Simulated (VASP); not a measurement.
# BN (P-6m2) in VASP: further runs

Runs on BN. Level: PBE+D3(BJ). Tasks: single point.

All numbers are computed with VASP 6.6.1; they aren't measurements. Logs are shortened: lines on timing, memory, paths and dates and some standing lists are left out, and cuts for length are marked.

## 1. The cell of the first run

The structure is hexagonal, space group P-6m2 (No. 187). The conventional cell has a = 2.506 Å, b = 2.506 Å, c = 6.592 Å, α = 90.00°, β = 90.00°, γ = 120.00°. B (site symmetry -6m2) has 3 N at 1.45 Å within 1.9 Å. B (site symmetry -6m2) has 3 N at 1.45 Å within 1.9 Å. Within 1.9 Å of N (site symmetry -6m2) lie 3 B at 1.45 Å. N (site symmetry -6m2) has 3 B at 1.45 Å within 1.9 Å.

## 2. Single point, PBE+D3(BJ)

File INCAR:

```
PREC = Accurate
ENCUT = 520
EDIFF = 1E-7
ISMEAR = 0
SIGMA = 0.02
LREAL = False
LASPH = True
NELM = 60
ALGO = Normal
ISIF = 2
LWAVE = False
LCHARG = False
GGA = PE
IVDW = 12
NBANDS = 16
```

File KPOINTS:

```
Automatic mesh
0
Gamma
  12 12 4
```

File POSCAR:

```
BN
1.0
    2.5061127838      0.0000000000      0.0000000000
   -1.2530563919      2.1703573356      0.0000000000
    0.0000000000      0.0000000000      6.5923998870
B N
2 2
Direct
    0.0000000000      0.0000000000      0.5000000000
    0.3333333333      0.6666666667      0.0000000000
    0.0000000000      0.0000000000      0.0000000000
    0.6666666667      0.3333333333      0.5000000000
```

Potentials or basis: VASP PAW PBE potentials, release 64 (B, N).

Started as:

```sh
cat potpaw_PBE.64/B/POTCAR potpaw_PBE.64/N/POTCAR > POTCAR
mpirun -np 1 vasp_std > vasp.out
```

OUTCAR:

```text
PREC = Accurate
   ENCUT = 520
   EDIFF = 1E-7
   ISMEAR = 0
   LREAL = False
   LASPH = True
   NELM = 60
   ISIF = 2
   GGA = PE
   IVDW = 12
 IVDW          = 12

 ion  position               nearest neighbor table
   1  0.000  0.000  0.500-   4 1.45   4 1.45   4 1.45
   2  0.333  0.667  0.000-   3 1.45   3 1.45   3 1.45
   3  0.000  0.000  0.000-   2 1.45   2 1.45   2 1.45
   4  0.667  0.333  0.500-   1 1.45   1 1.45   1 1.45

  LATTYP: Found a hexagonal cell.
 ALAT       =     2.5061127838
 C/A-ratio  =     2.6305280152

  Lattice vectors:

 A1 = (   2.5061127838,   0.0000000000,   0.0000000000)
 A2 = (  -1.2530563919,   2.1703573356,   0.0000000000)
 A3 = (   0.0000000000,   0.0000000000,   6.5923998870)

Analysis of symmetry for initial positions (statically):
=====================================================================
 Subroutine PRICEL returns:
 Original cell was already a primitive cell.

 Routine SETGRP: Setting up the symmetry group for a
 hexagonal supercell.

 Subroutine GETGRP returns: Found 12 space group operations
 (whereof 12 operations were pure point group operations)
 out of a pool of 24 trial point group operations.

The static configuration has the point symmetry D_3h.

Analysis of symmetry for dynamics (positions and initial velocities):
=====================================================================
 Subroutine PRICEL returns:
 Original cell was already a primitive cell.

 Routine SETGRP: Setting up the symmetry group for a
 hexagonal supercell.

 Subroutine GETGRP returns: Found 12 space group operations
 (whereof 12 operations were pure point group operations)
 out of a pool of 24 trial point group operations.

The dynamic configuration has the point symmetry D_3h.

 Subroutine INISYM returns: Found 12 space group operations
 (whereof 12 operations are pure point group operations),
 and found     1 'primitive' translations

----------------------------------------------------------------------------------------

                                     Primitive cell

  volume of cell :      35.8571

  direct lattice vectors                    reciprocal lattice vectors
     2.506112784  0.000000000  0.000000000     0.399024340  0.230376810  0.000000000
    -1.253056392  2.170357336  0.000000000     0.000000000  0.460753620  0.000000000
     0.000000000  0.000000000  6.592399887     0.000000000  0.000000000  0.151689827

  length of vectors
     2.506112784  2.506112784  6.592399887     0.460753620  0.460753620  0.151689827

[... 89 lines left out ...]
   NFREE  =      0    steps in history (QN), initial steepest desc. (CG)
   ISIF   =      2    stress and relaxation
   ISYM   =      2    0-nonsym 1-usesym 2-fastsym
   POTIM  = 0.5000    time-step for ionic-motion
   TEBEG  =    0.0;   TEEND  =   0.0 temperature during run
   PSTRESS=    0.0 pullay stress
   NELECT =      16.0000    total number of electrons
   NUPDOWN=      -1.0000    fix difference up-down
   EMIN   =  10.00;   EMAX   =-10.00  energy-range for DOS
   EFERMI =   0.00;   METHOD = LEGACY
   ISMEAR =     0;   SIGMA  =   0.02  broadening in eV -4-tet -1-fermi 0-gaus
   EFERMI_NEDOS =   21; number of points for ismear=-14 and -15
   IALGO  =     38    algorithm
   IMIX   =      4    mixing-type and parameters
     AMIX     =   0.40;   BMIX     =  1.00
     AMIX_MAG =   1.60;   BMIX_MAG =  1.00
  volume/ion in A,a.u.               =       8.96        60.49
  Fermi-wavevector in a.u.,A,eV,Ry     =   1.250997  2.364042 21.293038  1.564994
  Thomas-Fermi vector in A             =   2.384965
   LORBIT       =      0    0 simple, 1 ext, 2 COOP (PROOUT), +10 PAW based schemes
   GGA     = PE    functional components
   LHFCALC =     F    Hartree Fock is set to
   AEXX    =    0.0000 exact exchange contribution
   IVDW    =    12    specifies the selected vdW correction
   LEPSILON=     F    determine dielectric tensor
   LRPA    =     F    only Hartree local field effects (RPA)
 non-spin polarized calculation
 Gauss-broadening in eV      SIGMA  =   0.02
  energy-cutoff  :      520.00
  volume of cell :       35.86
 maximum number of plane-waves:       985
 NGX is ok and might be reduce to    20
   NGX =  9   NGY =  9   NGZ = 25

 number of electron      15.9999998 magnetization

 Free energy of the ion-electron system (eV)
  ---------------------------------------------------
  ext. energy  EPLUGINS =         0.00000000
  ---------------------------------------------------
  free energy    TOTEN  =       -35.15015316 eV

  energy without entropy =      -35.15015316  energy(sigma->0) =      -35.15015316

 E-fermi :   2.5520     XC(G=0): -10.1224

 val. band max:        2.3762057033   @ k =   0.3333   0.3333   0.5000
 cond. band min:       6.7269079816   @ k =   0.5000   0.0000   0.0000
 fundamental gap:      4.3507022783
 Fermi energy:         2.5519508034

 k-point     1 :       0.0000    0.0000    0.0000
  band No.  band energies     occupation
      1     -15.4841      2.00000
      2     -15.1575      2.00000
      3      -3.9100      2.00000
      4      -1.7236      2.00000
      5       0.9426      2.00000
      6       0.9426      2.00000
[... 433 lines left out ...]
      3      -4.6047      2.00000
      4      -4.4699      2.00000
      5      -1.2983      2.00000
      6      -1.1798      2.00000
[... 8 lines left out ...]
     15      19.0217      0.00000
     16      20.7044      0.00000

 [... further k-points ...]

------------------------ aborting loop because EDIFF is reached ----------------------------------------

 Edisp (eV)   -0.56889

 E8    (eV) :    -0.1668

  FORCE on cell =-STRESS in cart. coord.  units (eV):
  Direction    XX          YY          ZZ          XY          YZ          ZX
  --------------------------------------------------------------------------------------
  -------------------------------------------------------------------------------------
  Total       0.03865     0.03865    -0.03055     0.00000     0.00000     0.00000
  in kB       1.72686     1.72686    -1.36504     0.00000     0.00000     0.00000
  external pressure =        0.70 kB  Pullay stress =        0.00 kB

 VOLUME and BASIS-vectors are now :
 -----------------------------------------------------------------------------
  energy-cutoff  :      520.00
  volume of cell :       35.86
      direct lattice vectors                 reciprocal lattice vectors
     2.506112784  0.000000000  0.000000000     0.399024340  0.230376810  0.000000000
    -1.253056392  2.170357336  0.000000000     0.000000000  0.460753620  0.000000000
     0.000000000  0.000000000  6.592399887     0.000000000  0.000000000  0.151689827

 POSITION                                       TOTAL-FORCE (eV/Angst)
 -----------------------------------------------------------------------------------
      0.00000      0.00000      3.29620         0.000000      0.000000      0.000000
     -0.00000      1.44690      0.00000        -0.000000      0.000000      0.000000
      0.00000      0.00000      0.00000         0.000000      0.000000      0.000000
      1.25306      0.72345      3.29620         0.000000      0.000000      0.000000
 -----------------------------------------------------------------------------------
    total drift:                               -0.000001      0.000000      0.000000

  FREE ENERGIE OF THE ION-ELECTRON SYSTEM (eV)
  ---------------------------------------------------
  free  energy   TOTEN  =       -35.7190409551 eV

  energy  without entropy=      -35.7190409551  energy(sigma->0) =      -35.71904096
```

Run time: 45 s. Hardware: 1 thread of Intel Xeon 8259CL, shared host; peak memory 0.17 GiB.

Results:

| Item | Value |
| --- | --- |
| Free energy | -35.7190 eV |
| Pressure | 0.1 GPa |
| Band gap on the k mesh | 4.35 eV (least direct gap 4.46 eV) |
| Dispersion energy per atom | -0.142 eV |

Stress tensor (GPa, compression positive):
```
 0.17  0.00  0.00
 0.00  0.17  0.00
 0.00  0.00 -0.14
```

Levels at points of the mesh, in eV from the valence-band top:
```tsv
k point	band 4	band 5	band 6	band 7	band 8	band 9	band 10	band 11	band 12	band 13
(0.00, 0.00, 0.00)	-4.10	-1.43	-1.43	-1.32	-1.32	5.23	10.27	11.47	11.47	11.60
(0.50, 0.00, 0.00)	-8.83	-4.23	-4.10	-1.34	-0.70	4.35	5.50	9.60	9.68	12.79
(0.00, 0.00, 0.50)	-5.27	-1.43	-1.43	-1.32	-1.32	7.60	7.64	11.48	11.48	11.58
(0.50, 0.00, 0.50)	-8.88	-4.22	-4.11	-1.02	-0.91	4.62	4.68	9.80	9.90	13.57
```

A k mesh can miss the band edges. As with any semilocal functional, this PBE gap is likely too small.

## 3. Single point, PBE+D3(BJ)

File INCAR:

```
SYSTEM = BN
ALGO = Normal ; EDIFF = 1E-6
ENCUT = 520 ; GGA = PE
ISIF = 2 ; ISMEAR = 1
IVDW = 12 ; LASPH = .True.
LCHARG = .True. ; LELF = .True.
LREAL = .False. ; LVHAR = .True.
LWAVE = .False. ; NBANDS = 16
NELM = 80 ; PREC = Accurate
SIGMA = 0.05
```

File KPOINTS:

```
k-points
0
Gamma
  12 12 4
  0 0 0
```

POSCAR is that of step 2.

Potentials or basis: VASP PAW PBE potentials, release 64 (B, N).

Started as:

```sh
cat potpaw_PBE.64/B/POTCAR potpaw_PBE.64/N/POTCAR > POTCAR
mpirun -np 1 vasp_std > vasp.out
```

It took 33 s on 1 thread of Intel Xeon 8259CL, shared host; peak memory 0.17 GiB.

It converged, with:

```yaml
Free_energy: -35.7190 eV
Pressure: 0.1 GPa
Band_gap_on_the_k_mesh: 4.35 eV (least direct gap 4.46 eV)
Dispersion_energy_per_atom: -0.142 eV
```

Stress tensor (GPa, compression positive):
```
 0.17  0.00  0.00
 0.00  0.17  0.00
 0.00  0.00 -0.14
```

Levels at points of the mesh, in eV from the valence-band top:
```csv
k point,band 5,band 6,band 7,band 8,band 9,band 10,band 11,band 12
"(0.00, 0.00, 0.00)",-1.43,-1.43,-1.32,-1.32,5.23,10.27,11.47,11.47
"(0.50, 0.00, 0.00)",-4.23,-4.10,-1.34,-0.70,4.35,5.50,9.60,9.68
"(0.00, 0.00, 0.50)",-1.43,-1.43,-1.32,-1.32,7.60,7.64,11.48,11.48
"(0.50, 0.00, 0.50)",-4.22,-4.11,-1.02,-0.91,4.62,4.68,9.80,9.90
```
